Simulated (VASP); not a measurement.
PbS:

```
CELL_PARAMETERS angstrom
0.00000 2.98723 2.98723
2.98723 0.00000 2.98723
2.98723 2.98723 0.00000
ATOMIC_POSITIONS crystal
Pb 0.00000 0.00000 0.00000
S 0.50000 0.50000 0.50000
```

Program: VASP 6.6.1. Alike in all runs: potentials or basis VASP PAW PBE potentials, release 64 (Pb_d, S); no spin polarisation; cell as given; k mesh 6 × 6 × 6; cutoff (eV) 520; smearing gaussian 0.01 eV.

Order these runs on this cell by their band gap on the k mesh, lowest first.
A. level r2SCAN
B. level PBE
C. level HSE06; grid for exact exchange (PRECFOCK) Normal; share of exact exchange 0.25; screening parameter 0.2079 1/Å

B (0.44 eV), A (0.70 eV), C (0.88 eV).

Caveats: spin-orbit coupling is left out, which moves the levels of the heavy elements; the gap is small at this level, which inflates the dielectric constant (at least some runs).

A k mesh can miss the band edges.
